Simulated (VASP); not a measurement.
# SnO (P2_1/m) in VASP: a series of runs

SnO is run at these levels: PBEsol+D3(BJ); tasks: single point.

All numbers are computed with VASP 6.6.1; they aren't measurements. Logs are shortened: lines on timing, memory, paths and dates and some standing lists are left out, and cuts for length are marked.

## 1. The cell of the first run

The structure is monoclinic, space group P2_1/m (No. 11). Conventional cell: a = 3.772 Å, b = 3.770 Å, c = 4.565 Å, α = 90.00°, β = 92.86°, γ = 90.00°. Within 2.9 Å of Sn (site symmetry m) lie 4 O at 2.16 to 2.26 Å. Within 2.9 Å of O (site symmetry m) lie 4 Sn at 2.16 to 2.26 Å and 4 O at 2.67 Å.

## 2. Single point, PBEsol+D3(BJ) (strain -0.0500 x Voigt [0, 0, 0, 1, 0, 0])

INCAR reads:

```
SYSTEM = SnO
PREC     = Accurate       ! precision mode
ENCUT    = 600            ! plane-wave cutoff, eV
EDIFF    = 1E-6           ! SCF threshold, eV
ISMEAR   = 0              ! smearing method
SIGMA    = 0.15           ! smearing width, eV
LREAL    = .FALSE.        ! projectors in reciprocal space
LASPH    = .TRUE.         ! aspherical terms in the spheres
NELM     = 120            ! most SCF steps
ALGO     = Normal         ! electronic algorithm
ISIF     = 2              ! what is computed and relaxed
LWAVE    = .FALSE.        ! write WAVECAR
LCHARG   = .FALSE.        ! write CHGCAR
GGA      = PS             ! functional
IVDW     = 12             ! dispersion correction
NBANDS   = 28             ! bands
GGA_COMPAT= .FALSE.
```

KPOINTS reads:

```
regular mesh
0
G
  12 12 10
  0 0 0
```

POSCAR reads:

```
SnO
1.0
    3.7703910616      0.0000000000      0.0000000000
    0.0000000000      3.7703910616     -0.0942597765
    0.0000000000     -0.1140842572      4.5633702865
Sn O
2 2
Direct
    0.0000000000      0.5000000000      0.2532585894
    0.5000000000      0.0000000000      0.7467414106
    0.0000000000      0.0000000000      0.0000000000
    0.5000000000      0.5000000000      0.0000000000
```

Potentials or basis: VASP PAW PBE potentials, release 64 (Sn_d, O).

Launch:

```bash
$ cat potpaw_PBE.64/Sn_d/POTCAR potpaw_PBE.64/O/POTCAR > POTCAR
$ mpirun -np 1 vasp_std > vasp.out
```

OUTCAR:

```text
SYSTEM = SnO
   PREC = Accurate
   ENCUT = 600
   EDIFF = 1E-6
   ISMEAR = 0
   LREAL = .FALSE.
   LASPH = .TRUE.
   NELM = 120
   ISIF = 2
   GGA = PS
   IVDW = 12
 IVDW          = 12

 ion  position               nearest neighbor table
   1  0.000  0.500  0.253-   3 2.16   4 2.21   4 2.21   3 2.26   2 3.43   2 3.43   2 3.47   2 3.47
                             2 3.55   2 3.55   2 3.59   2 3.59
   2  0.500  0.000  0.747-   4 2.16   3 2.21   3 2.21   4 2.26   1 3.43   1 3.43   1 3.47   1 3.47
                             1 3.55   1 3.55   1 3.59   1 3.59
   3  0.000  0.000  0.000-   1 2.16   2 2.21   2 2.21   1 2.26
   4  0.500  0.500  0.000-   2 2.16   1 2.21   1 2.21   2 2.26

  LATTYP: Found a simple monoclinic cell.
 ALAT       =     3.7715691248
 B/A-ratio  =     0.9996876464
 C/A-ratio  =     1.2103175007
 COS(beta)  =    -0.0499687695

  Lattice vectors:

 A1 = (   0.0000000000,   3.7703910616,  -0.0942597765)
 A2 = (  -3.7703910616,   0.0000000000,   0.0000000000)
 A3 = (   0.0000000000,  -0.1140842572,   4.5633702865)

Analysis of symmetry for initial positions (statically):
=====================================================================
 Subroutine PRICEL returns:
 Original cell was already a primitive cell.

 Routine SETGRP: Setting up the symmetry group for a
 simple monoclinic supercell.

 Subroutine GETGRP returns: Found  4 space group operations
 (whereof  2 operations were pure point group operations)
 out of a pool of  4 trial point group operations.

The static configuration has the point symmetry C_1h.
 The point group associated with its full space group is C_2h.

Analysis of symmetry for dynamics (positions and initial velocities):
=====================================================================
 Subroutine PRICEL returns:
 Original cell was already a primitive cell.

 Routine SETGRP: Setting up the symmetry group for a
 simple monoclinic supercell.

 Subroutine GETGRP returns: Found  4 space group operations
 (whereof  2 operations were pure point group operations)
 out of a pool of  4 trial point group operations.

The dynamic configuration has the point symmetry C_1h.
 The point group associated with its full space group is C_2h.

 Subroutine INISYM returns: Found  4 space group operations
 (whereof  2 operations are pure point group operations),
 and found     1 'primitive' translations

----------------------------------------------------------------------------------------

                                     Primitive cell

  volume of cell :      64.8316

  direct lattice vectors                    reciprocal lattice vectors
[... 93 lines left out ...]
   EDIFFG = 0.1E-04   stopping-criterion for IOM
   NSW    =      0    number of steps for IOM
   IBRION =     -1    ionic relax: 0-MD 1-quasi-New 2-CG
   NFREE  =      0    steps in history (QN), initial steepest desc. (CG)
   ISIF   =      2    stress and relaxation
   ISYM   =      2    0-nonsym 1-usesym 2-fastsym
   POTIM  = 0.5000    time-step for ionic-motion
   TEBEG  =    0.0;   TEEND  =   0.0 temperature during run
   PSTRESS=    0.0 pullay stress
   NELECT =      40.0000    total number of electrons
   NUPDOWN=      -1.0000    fix difference up-down
   EMIN   =  10.00;   EMAX   =-10.00  energy-range for DOS
   EFERMI =   0.00;   METHOD = LEGACY
   ISMEAR =     0;   SIGMA  =   0.15  broadening in eV -4-tet -1-fermi 0-gaus
   EFERMI_NEDOS =   21; number of points for ismear=-14 and -15
   IALGO  =     38    algorithm
   IMIX   =      4    mixing-type and parameters
     AMIX     =   0.40;   BMIX     =  1.00
     AMIX_MAG =   1.60;   BMIX_MAG =  1.00
  volume/ion in A,a.u.               =      16.21       109.38
  Fermi-wavevector in a.u.,A,eV,Ry     =   1.393689  2.633690 26.427530  1.942369
  Thomas-Fermi vector in A             =   2.517311
   LORBIT       =      0    0 simple, 1 ext, 2 COOP (PROOUT), +10 PAW based schemes
   GGA     = PS    functional components
   LHFCALC =     F    Hartree Fock is set to
   AEXX    =    0.0000 exact exchange contribution
   IVDW    =    12    specifies the selected vdW correction
   LEPSILON=     F    determine dielectric tensor
   LRPA    =     F    only Hartree local field effects (RPA)
 non-spin polarized calculation
 Gauss-broadening in eV      SIGMA  =   0.15
  energy-cutoff  :      600.00
  volume of cell :       64.83
 maximum number of plane-waves:      2188
   NGX = 15   NGY = 15   NGZ = 19

 number of electron      40.0000018 magnetization

 Free energy of the ion-electron system (eV)
  ---------------------------------------------------
  ext. energy  EPLUGINS =         0.00000000
  ---------------------------------------------------
  free energy    TOTEN  =       -24.15796049 eV

  energy without entropy =      -24.15347910  energy(sigma->0) =      -24.15571979

 E-fermi :   7.9807     XC(G=0): -10.9356

 val. band max:        7.9746828191   @ k =   0.0833   0.0000   0.1000
 cond. band min:       7.9820675129   @ k =   0.0833  -0.0833   0.1000
 fundamental gap:      0.0073846938
 Fermi energy:         7.9806659484

 k-point     1 :       0.0000    0.0000    0.0000
  band No.  band energies     occupation
      1     -14.0998      2.00000
      2     -13.6370      2.00000
      3     -13.6250      2.00000
      4     -13.5941      2.00000
      5     -13.5661      2.00000
      6     -13.5587      2.00000
[... 733 lines left out ...]
     27      16.4014      0.00000
     28      16.5880      0.00000

 [... further k-points ...]

------------------------ aborting loop because EDIFF is reached ----------------------------------------

 Edisp (eV)   -0.93425

 E8    (eV) :    -0.6182

  FORCE on cell =-STRESS in cart. coord.  units (eV):
  Direction    XX          YY          ZZ          XY          YZ          ZX
  --------------------------------------------------------------------------------------
  -------------------------------------------------------------------------------------
  Total       0.10823     0.29741     0.21763     0.00000     1.31635     0.00000
  in kB       2.67464     7.34980     5.37822     0.00000    32.53086     0.00000
  external pressure =        5.13 kB  Pullay stress =        0.00 kB

 VOLUME and BASIS-vectors are now :
 -----------------------------------------------------------------------------
  energy-cutoff  :      600.00
  volume of cell :       64.83
      direct lattice vectors                 reciprocal lattice vectors
     3.770391062  0.000000000  0.000000000     0.265224478  0.000000000  0.000000000
     0.000000000  3.770391062 -0.094259777     0.000000000  0.265390347  0.006634759
     0.000000000 -0.114084257  4.563370286     0.000000000  0.005481833  0.219273328

 POSITION                                       TOTAL-FORCE (eV/Angst)
 -----------------------------------------------------------------------------------
      0.00000      1.85630      1.10858         0.000000      0.296840      0.138960
      1.88520     -0.08519      3.40766         0.000000     -0.296840     -0.138960
      0.00000      0.00000      0.00000         0.000000     -0.212711     -0.031401
      1.88520      1.88520     -0.04713         0.000000      0.212711      0.031401
 -----------------------------------------------------------------------------------
    total drift:                                0.000000     -0.000000      0.000000

  FREE ENERGIE OF THE ION-ELECTRON SYSTEM (eV)
  ---------------------------------------------------
  free  energy   TOTEN  =       -25.0922059993 eV

  energy  without entropy=      -25.0877246103  energy(sigma->0) =      -25.08996530
```

stdout:

```text
POSCAR found type information on POSCAR SnO
 POSCAR found :  2 types and       4 ions
 scaLAPACK will be used
 -----------------------------------------------------------------------------
|                                                                             |
|                                                                             |
|     You enforced a specific xc type in the INCAR file but a different       |
|     I HOPE YOU KNOW WHAT YOU ARE DOING!                                     |
|                                                                             |
 -----------------------------------------------------------------------------

 LDA part: xc-table for (Slater+PW92), standard interpolation
 POSCAR, INCAR and KPOINTS ok, starting setup
 FFT: planning ... GRIDC
 FFT: planning ... GRID_SOFT
 FFT: planning ... GRID
 WAVECAR not read
 entering main loop
```

Wall time 6.5 min (1 thread of Intel Xeon 6975P-C (Granite Rapids), shared host); peak memory 0.8 GiB.

What came out:

* Free energy: -25.0922 eV
* Pressure: 0.5 GPa
* Largest force: 0.328 eV/Å
* Band gap on the k mesh: zero (bands 20 and 21 overlap by 0.46 eV)
* Dispersion energy per atom: -0.234 eV

Forces on the atoms (eV/Å):
```
Sn   0.000  0.297  0.139
Sn   0.000 -0.297 -0.139
O    0.000 -0.213 -0.031
O    0.000  0.213  0.031
```

Levels at points of the mesh, in eV from the Fermi level:
```csv
k point,band 17,band 18,band 19,band 20,band 21,band 22,band 23,band 24
"(0.00, 0.00, 0.00)",-3.65,-3.30,-3.30,0.02,2.39,4.32,4.34,4.92
"(0.50, 0.00, 0.00)",-5.04,-5.04,-3.02,-3.02,3.49,3.49,5.76,5.76
"(0.00, 0.50, 0.00)",-5.13,-5.00,-3.13,-2.86,3.25,3.77,5.51,6.04
"(0.50, 0.50, 0.00)",-2.62,-2.62,-1.98,-1.98,-0.42,-0.42,4.47,4.47
"(0.00, 0.00, 0.50)",-3.32,-3.32,-2.61,-2.29,1.56,2.43,2.56,3.41
"(0.50, 0.00, 0.50)",-5.00,-5.00,-1.83,-1.83,2.88,2.88,5.10,5.10
"(0.00, 0.50, 0.50)",-5.08,-4.92,-2.02,-1.64,2.62,3.14,5.04,5.19
"(0.50, 0.50, 0.50)",-3.08,-3.08,-2.62,-2.62,2.13,2.13,4.53,4.53
```

Caveat: the cell differs from its parent crystal (strain -0.0500 x Voigt [0, 0, 0, 1, 0, 0]); semilocal functionals underestimate gaps, and a narrow one can read as zero; the PAW data sets were made with another functional, which shifts forces and pressure a little; spin-orbit coupling is left out, which moves the levels of the heavy elements.

[end of part 1 of 2]
